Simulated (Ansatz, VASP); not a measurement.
**SnO: VASP beside Ansatz**

```
CELL_PARAMETERS angstrom
-0.05036 2.53697 2.53697
2.53697 -0.05036 2.53697
2.48661 2.48661 0.00000
ATOMIC_POSITIONS crystal
Sn 0.00000 0.00000 0.00000
O 0.50000 0.50000 0.50000
```

Change from the starting cell: shear_xy strain -4.0%.

Alike in both runs: task single point; functional PBE; k mesh 8 × 8 × 8; occupations fermi-dirac, width 0.02 eV; no spin polarisation.

```csv
,VASP,Ansatz
version,VASP 6.6.1,Ansatz 0.2.0
potentials or method,"VASP PAW PBE potentials, release 64 (Sn_d, O)","plane waves, PAW"
plane-wave cutoff (eV),520,420
valence electrons in the cell,20,20
```

```tsv
	VASP	Ansatz	Ansatz less VASP
gap on the k mesh at the Fermi level (eV)	0.76	0.76	0.000
pressure (GPa)	2.4	2.3	-0.01
traceless stress, the component that is largest in VASP (GPa)	0.66	0.66	+0.005
```
